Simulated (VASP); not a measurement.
# Ta (Im-3m) in VASP: single point with PBE

Aim: the single point of Ta with PBE.

All numbers are computed with VASP 6.6.1; they aren't measurements. Logs are shortened: lines on timing, memory, paths and dates and some standing lists are left out, and cuts for length are marked.

### Step 1. The cell of the first run

It takes space group Im-3m (No. 229, cubic). The conventional cell has a = 3.320 Å, b = 3.320 Å, c = 3.320 Å, α = 90.00°, β = 90.00°, γ = 90.00°. Within 3.8 Å of Ta (site symmetry m-3m) lie 14 Ta at 2.87 to 3.32 Å.

### Step 2. Single point, PBE

Input file INCAR:

```
ALGO     = Normal         # electronic algorithm
EDIFF    = 1E-7           # SCF threshold, eV
ENCUT    = 520            # plane-wave cutoff, eV
GGA      = PE             # functional
ISIF     = 2              # what is computed and relaxed
ISMEAR   = -1             # smearing method
LASPH    = True           # aspherical terms in the spheres
LCHARG   = False          # write CHGCAR
LREAL    = False          # projectors in reciprocal space
LWAVE    = False          # write WAVECAR
NBANDS   = 18             # bands
NELM     = 60             # most SCF steps
PREC     = Accurate       # precision mode
SIGMA    = 0.08           # smearing width, eV
```

Input file KPOINTS:

```
k-points
0
Gamma
  12 12 12
```

Input file POSCAR:

```
Ta
1.0
    3.3195547178      0.0000000000      0.0000000000
    0.0000000000      3.3195547178      0.0000000000
    0.0000000000      0.0000000000      3.3195547178
Ta
2
Direct
    0.0000000000      0.0000000000      0.0000000000
    0.5000000000      0.5000000000      0.5000000000
```

Potentials or basis: VASP PAW PBE potentials, release 64 (Ta_pv).

Launch:

```
$ cat potpaw_PBE.64/Ta_pv/POTCAR > POTCAR
$ mpirun -np 1 vasp_std > vasp.out
```

OUTCAR:

```text
EDIFF = 1E-7
   ENCUT = 520
   GGA = PE
   ISIF = 2
   ISMEAR = -1
   LASPH = True
   LREAL = False
   NELM = 60
   PREC = Accurate

 ion  position               nearest neighbor table
   1  0.000  0.000  0.000-   2 2.87   2 2.87   2 2.87   2 2.87   2 2.87   2 2.87   2 2.87   2 2.87

   2  0.500  0.500  0.500-   1 2.87   1 2.87   1 2.87   1 2.87   1 2.87   1 2.87   1 2.87   1 2.87

  LATTYP: Found a simple cubic cell.
 ALAT       =     3.3195547178

  Lattice vectors:

 A1 = (   3.3195547178,   0.0000000000,   0.0000000000)
 A2 = (   0.0000000000,   3.3195547178,   0.0000000000)
 A3 = (   0.0000000000,   0.0000000000,   3.3195547178)

Analysis of symmetry for initial positions (statically):
=====================================================================
 Subroutine PRICEL returns following result:

  LATTYP: Found a body centered cubic cell.
 ALAT       =     3.3195547178

  Lattice vectors:

 A1 = (   1.6597773589,   1.6597773589,  -1.6597773589)
 A2 = (  -1.6597773589,   1.6597773589,   1.6597773589)
 A3 = (   1.6597773589,  -1.6597773589,   1.6597773589)

   2 primitive cells build up your supercell.

 Routine SETGRP: Setting up the symmetry group for a
 simple cubic supercell.

 Subroutine GETGRP returns: Found 48 space group operations
 (whereof 48 operations were pure point group operations)
 out of a pool of 48 trial point group operations.

The static configuration has the point symmetry O_h .

Analysis of symmetry for dynamics (positions and initial velocities):
=====================================================================
 Subroutine PRICEL returns following result:

  LATTYP: Found a body centered cubic cell.
 ALAT       =     3.3195547178

  Lattice vectors:

 A1 = (   1.6597773589,   1.6597773589,  -1.6597773589)
 A2 = (  -1.6597773589,   1.6597773589,   1.6597773589)
 A3 = (   1.6597773589,  -1.6597773589,   1.6597773589)

   2 primitive cells build up your supercell.

 Routine SETGRP: Setting up the symmetry group for a
 simple cubic supercell.

 Subroutine GETGRP returns: Found 48 space group operations
 (whereof 48 operations were pure point group operations)
 out of a pool of 48 trial point group operations.

The dynamic configuration has the point symmetry O_h .

 Subroutine INISYM returns: Found 48 space group operations
 (whereof 48 operations are pure point group operations),
 and found     2 'primitive' translations

----------------------------------------------------------------------------------------

                                     Primitive cell

  volume of cell :      18.2898

  direct lattice vectors                    reciprocal lattice vectors
     1.659777359  1.659777359 -1.659777359     0.301245223  0.301245223  0.000000000
    -1.659777359  1.659777359  1.659777359    -0.000000000  0.301245223  0.301245223
     1.659777359 -1.659777359  1.659777359     0.301245223  0.000000000  0.301245223

  length of vectors
     2.874818715  2.874818715  2.874818715     0.426025079  0.426025079  0.426025079

  position of ions in fractional coordinates (direct lattice)
     0.000000000  0.000000000  0.000000000

  ion indices of the primitive-cell ions
   primitive index   ion index
                 1           1

----------------------------------------------------------------------------------------

 KPOINTS: k-points

Automatic generation of k-mesh.
 Grid dimensions read from file:
 generate k-points for:   12   12   12

 Generating k-lattice:

  Cartesian coordinates                     Fractional coordinates (reciprocal lattice)
     0.025103769  0.000000000  0.000000000     0.083333333  0.000000000  0.000000000
     0.000000000  0.025103769  0.000000000     0.000000000  0.083333333  0.000000000
     0.000000000  0.000000000  0.025103769     0.000000000  0.000000000  0.083333333

  Length of vectors
     0.025103769  0.025103769  0.025103769

  Shift w.r.t. Gamma in fractional coordinates (k-lattice)
     0.000000000  0.000000000  0.000000000

 Subroutine IBZKPT returns following result:
 ===========================================

 Found     84 irreducible k-points:

 Following reciprocal coordinates:
            Coordinates               Weight
  0.000000  0.000000  0.000000      1.000000
  0.083333  0.000000  0.000000      6.000000
  0.166667  0.000000  0.000000      6.000000
  0.250000  0.000000  0.000000      6.000000
  0.333333  0.000000  0.000000      6.000000
  0.416667  0.000000  0.000000      6.000000
[... 16 lines left out ...]
  0.333333  0.333333  0.000000     12.000000
  0.416667  0.333333  0.000000     24.000000
 [... further k-points ...]
   k-points           NKPTS =     84   k-points in BZ     NKDIM =     84   number of bands    NBANDS=     18
   number of dos      NEDOS =    301   number of ions     NIONS =      2
   total plane-waves  NPLWV =  21952
   dimension x,y,z NGX =    28 NGY =   28 NGZ =   28
   dimension x,y,z NGXF=    56 NGYF=   56 NGZF=   56
   ions per type =               2
   NGX,Y,Z   is equivalent  to a cutoff of  14.02, 14.02, 14.02 a.u.
   NGXF,Y,Z  is equivalent  to a cutoff of  28.05, 28.05, 28.05 a.u.
 SYSTEM =  unknown system
   PREC   = accura    normal or accurate (medium, high low for compatibility)
   ISTART =      0    job   : 0-new  1-cont  2-samecut
   ICHARG =      2    charge: 1-file 2-atom 10-const
   ISPIN  =      1    spin polarized calculation?
   LNONCOLLINEAR =      F non collinear calculations
   LSORBIT =      F    spin-orbit coupling
   LASPH  =      T    aspherical Exc in radial PAW
   ENCUT  =  520.0 eV  38.22 Ry    6.18 a.u.   6.17  6.17  6.17*2*pi/ulx,y,z
   NELM   =     60;   NELMIN=  2; NELMDL= -5     # of ELM steps
   EDIFF  = 0.1E-06   stopping-criterion for ELM
   LREAL  =      F    real-space projection
   EDIFFG = 0.1E-05   stopping-criterion for IOM
   NSW    =      0    number of steps for IOM
   IBRION =     -1    ionic relax: 0-MD 1-quasi-New 2-CG
   NFREE  =      0    steps in history (QN), initial steepest desc. (CG)
   ISIF   =      2    stress and relaxation
   ISYM   =      2    0-nonsym 1-usesym 2-fastsym
   POTIM  = 0.5000    time-step for ionic-motion
   TEBEG  =    0.0;   TEEND  =   0.0 temperature during run
   PSTRESS=    0.0 pullay stress
   NELECT =      22.0000    total number of electrons
   NUPDOWN=      -1.0000    fix difference up-down
   EMIN   =  10.00;   EMAX   =-10.00  energy-range for DOS
   EFERMI =   0.00;   METHOD = LEGACY
   ISMEAR =    -1;   SIGMA  =   0.08  broadening in eV -4-tet -1-fermi 0-gaus
   EFERMI_NEDOS =   21; number of points for ismear=-14 and -15
   IALGO  =     38    algorithm
   IMIX   =      4    mixing-type and parameters
     AMIX     =   0.40;   BMIX     =  1.00
     AMIX_MAG =   1.60;   BMIX_MAG =  1.00
  volume/ion in A,a.u.               =      18.29       123.43
  Fermi-wavevector in a.u.,A,eV,Ry     =   1.381876  2.611368 25.981449  1.909583
  Thomas-Fermi vector in A             =   2.506620
   LORBIT       =      0    0 simple, 1 ext, 2 COOP (PROOUT), +10 PAW based schemes
   GGA     = PE    functional components
   LHFCALC =     F    Hartree Fock is set to
   AEXX    =    0.0000 exact exchange contribution
   IVDW    =     0    specifies the selected vdW correction
   LEPSILON=     F    determine dielectric tensor
   LRPA    =     F    only Hartree local field effects (RPA)
 non-spin polarized calculation
  energy-cutoff  :      520.00
  volume of cell :       36.58
 maximum number of plane-waves:      1021
 NGX is ok and might be reduce to    28
   NGX = 13   NGY = 13   NGZ = 13

 number of electron      21.9999997 magnetization

 Free energy of the ion-electron system (eV)
  ---------------------------------------------------
  ext. energy  EPLUGINS =         0.00000000
  ---------------------------------------------------
  free energy    TOTEN  =       -23.65161896 eV

  energy without entropy =      -23.59362259  energy(sigma->0) =      -23.62262078

 E-fermi :   5.3663     XC(G=0): -12.5396

 val. band max:        5.3615603805   @ k =   0.5000   0.4167   0.2500
 cond. band min:       5.3693728985   @ k =   0.2500   0.1667   0.1667
 fundamental gap:      0.0078125180
 Fermi energy:         5.3662888248

 k-point     1 :       0.0000    0.0000    0.0000
  band No.  band energies     occupation
      1     -28.5477      2.00000
      2     -28.5477      2.00000
      3     -28.5477      2.00000
      4     -27.7680      2.00000
      5     -27.7680      2.00000
      6     -27.7680      2.00000
[... 10 lines left out ...]
     17      12.0754      0.00000
     18      13.8795      0.00000

 k-point     2 :       0.0833    0.0000    0.0000
  band No.  band energies     occupation
      1     -28.5482      2.00000
      2     -28.5340      2.00000
      3     -28.5340      2.00000
      4     -27.7966      2.00000
      5     -27.7808      2.00000
      6     -27.7808      2.00000
[... 10 lines left out ...]
     17      11.9173      0.00000
     18      13.3590      0.00000

 k-point     3 :       0.1667    0.0000    0.0000
  band No.  band energies     occupation
      1     -28.5470      2.00000
      2     -28.4939      2.00000
      3     -28.4939      2.00000
      4     -27.8767      2.00000
      5     -27.8184      2.00000
      6     -27.8184      2.00000
[... 10 lines left out ...]
     17      11.4761      0.00000
     18      12.2289      0.00000

 k-point     4 :       0.2500    0.0000    0.0000
  band No.  band energies     occupation
      1     -28.5370      2.00000
      2     -28.4304      2.00000
      3     -28.4304      2.00000
      4     -27.9936      2.00000
      5     -27.8785      2.00000
      6     -27.8785      2.00000
[... 10 lines left out ...]
     17      10.8317      0.00000
     18      11.0803      0.00000

 k-point     5 :       0.3333    0.0000    0.0000
  band No.  band energies     occupation
      1     -28.5088      2.00000
      2     -28.3480      2.00000
      3     -28.3480      2.00000
      4     -28.1274      2.00000
      5     -27.9575      2.00000
      6     -27.9575      2.00000
[... 10 lines left out ...]
     17      10.3012      0.00000
     18      10.3282      0.00000

 k-point     6 :       0.4167    0.0000    0.0000
  band No.  band energies     occupation
      1     -28.4546      2.00000
      2     -28.2582      2.00000
      3     -28.2526      2.00000
      4     -28.2526      2.00000
      5     -28.0504      2.00000
      6     -28.0504      2.00000
[... 10 lines left out ...]
     17      10.0990      0.00000
     18      10.4623      0.00000

 k-point     7 :       0.5000    0.0000    0.0000
  band No.  band energies     occupation
      1     -28.3703      2.00000
      2     -28.3703      2.00000
      3     -28.1511      2.00000
      4     -28.1511      2.00000
      5     -28.1511      2.00000
      6     -28.1511      2.00000
[... 10 lines left out ...]
     17      10.3026      0.00000
     18      10.3026      0.00000

 k-point     8 :       0.0833    0.0833    0.0000
  band No.  band energies     occupation
      1     -28.5709      2.00000
      2     -28.5207      2.00000
      3     -28.4988      2.00000
      4     -27.8490      2.00000
      5     -27.7931      2.00000
      6     -27.7684      2.00000
[... 10 lines left out ...]
     17      12.1333      0.00000
     18      13.8527      0.00000
[... 229 lines left out ...]
     17      12.5233      0.00000
     18      13.1786      0.00000

 k-point    20 :       0.3333    0.2500    0.0000
  band No.  band energies     occupation
      1     -28.7468      2.00000
      2     -28.4888      2.00000
      3     -28.2823      2.00000
      4     -28.0738      2.00000
      5     -28.0057      2.00000
      6     -27.7873      2.00000
[... 10 lines left out ...]
     17      12.3156      0.00000
     18      12.3795      0.00000

 k-point    21 :       0.4167    0.2500    0.0000
  band No.  band energies     occupation
      1     -28.7398      2.00000
      2     -28.6073      2.00000
      3     -28.2131      2.00000
      4     -28.0698      2.00000
      5     -27.9800      2.00000
      6     -27.8311      2.00000
[... 10 lines left out ...]
     17      11.2664      0.00000
     18      11.8395      0.00000

 k-point    22 :       0.5000    0.2500    0.0000
  band No.  band energies     occupation
      1     -28.6931      2.00000
      2     -28.6931      2.00000
      3     -28.1406      2.00000
      4     -28.1406      2.00000
      5     -27.8973      2.00000
      6     -27.8973      2.00000
[... 10 lines left out ...]
     17      11.1010      0.00000
     18      11.1010      0.00000

 k-point    23 :       0.3333    0.3333    0.0000
  band No.  band energies     occupation
      1     -28.8015      2.00000
      2     -28.6215      2.00000
      3     -28.2376      2.00000
      4     -28.0418      2.00000
      5     -27.9772      2.00000
      6     -27.7728      2.00000
[... 10 lines left out ...]
     17      12.1986      0.00000
     18      12.7620      0.00000

 k-point    24 :       0.4167    0.3333    0.0000
  band No.  band energies     occupation
      1     -28.8192      2.00000
      2     -28.7268      2.00000
      3     -28.1872      2.00000
      4     -28.0858      2.00000
      5     -27.8945      2.00000
      6     -27.7880      2.00000
[... 10 lines left out ...]
     17      11.3698      0.00000
     18      12.6129      0.00000

 [... further k-points ...]

------------------------ aborting loop because EDIFF is reached ----------------------------------------

  FORCE on cell =-STRESS in cart. coord.  units (eV):
  Direction    XX          YY          ZZ          XY          YZ          ZX
  --------------------------------------------------------------------------------------
  -------------------------------------------------------------------------------------
  Total        0.0244840      0.0244840      0.0244840     -0.0000000      0.0000000      0.0000000
  in kB        1.0723933      1.0723933      1.0723933     -0.0000000      0.0000000      0.0000000
  external PRESSURE =       1.0723933 kB  Pullay stress =       0.0000000 kB

 VOLUME and BASIS-vectors are now :
 -----------------------------------------------------------------------------
  energy-cutoff  :      520.00
  volume of cell :       36.58
      direct lattice vectors                 reciprocal lattice vectors
     3.319554718  0.000000000  0.000000000     0.301245223  0.000000000  0.000000000
     0.000000000  3.319554718  0.000000000     0.000000000  0.301245223  0.000000000
     0.000000000  0.000000000  3.319554718     0.000000000  0.000000000  0.301245223

 POSITION                                       TOTAL-FORCE (eV/Angst)
 -----------------------------------------------------------------------------------
      0.00000      0.00000      0.00000        -0.000000     -0.000000     -0.000000
      1.65978      1.65978      1.65978         0.000000      0.000000      0.000000
 -----------------------------------------------------------------------------------
    total drift:                               -0.000000      0.000000      0.000000

  FREE ENERGIE OF THE ION-ELECTRON SYSTEM (eV)
  ---------------------------------------------------
  free  energy   TOTEN  =       -23.6516189593 eV

  energy  without entropy=      -23.5936225908  energy(sigma->0) =      -23.62262078
```

It took 26 s on 1 thread of Intel Xeon Platinum 8488C (Sapphire Rapids), shared host; peak memory 0.18 GiB.

What came out:

| Item | Value |
| --- | --- |
| Free energy | -23.6516 eV |
| Pressure | 0.1 GPa |
| Band gap on the k mesh | zero (bands 11 and 12 overlap by 2.74 eV) |

Levels at points of the mesh, in eV from the Fermi level:
```
           k point  band 7  band 8  band 9  band 10  band 11  band 12  band 13  band 14  band 15  band 16
(0.00, 0.00, 0.00)   -7.86   -3.72   -3.72     0.73     0.73     0.73     3.95     3.95     6.71     6.71
(0.50, 0.00, 0.00)   -3.71   -3.71   -0.89    -0.89     1.24     1.24     1.24     1.24     3.15     3.15
(0.50, 0.50, 0.00)   -4.31   -4.31   -1.50    -1.50     1.51     1.51     3.82     3.82     4.83     4.83
(0.50, 0.50, 0.50)   -1.22   -1.22   -1.22    -1.22    -1.22    -1.22     5.00     5.00     5.00     5.00
```

Caveat: spin-orbit coupling is left out, which moves the levels of the heavy elements.
